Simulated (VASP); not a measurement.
Set up this calculation in VASP 6.6.1, as the native input.

```
Task                   : single point
Functional             : PBE
Potentials or basis    : VASP PAW PBE potentials, release 64 (Li_sv)
Cutoff                 : 520 eV
k mesh                 : 18 × 18 × 18
Occupations            : fermi-dirac, width 0.15 eV
Spin                   : no spin polarisation
Dipole correction      : no
Further INCAR settings : ALGO = Fast; EDIFF = 1e-07; NBANDS = 12
```

The structure of Li lies in POSCAR:

```
Li
1.0
   -1.4272468554      2.5303479690      4.2316975023
    1.4272468554     -2.5303479690      4.2316975023
    1.4272468554      2.5303479690     -4.2316975023
Li
3
Direct
    0.3249837937      0.8249837937      0.5000000000
    0.6750162063      0.1750162063      0.5000000000
    0.0000000000      0.0000000000      0.0000000000
```

These files were run (other wordings do the same):

INCAR

```
PREC = Accurate ; ENCUT = 520
EDIFF = 1E-7 ; ISMEAR = -1
SIGMA = 0.15 ; LREAL = False
LASPH = True ; NELM = 100
ALGO = Fast ; ISIF = 2
LWAVE = False ; LCHARG = False
GGA = PE ; NBANDS = 12
```

KPOINTS

```
Automatic mesh
0
Gamma
  18 18 18
```

Potentials or basis: VASP PAW PBE potentials, release 64 (Li_sv).

Run with:

```sh
$ cat potpaw_PBE.64/Li_sv/POTCAR > POTCAR
$ mpirun -np 1 vasp_std > vasp.out
```

It gave:

The band gap on the k mesh is zero (an odd number of electrons rules out a gap without spin polarisation).

Run time: 20 min on 1 thread of Intel Xeon 8259CL (shared host), peak memory 0.58 GiB.
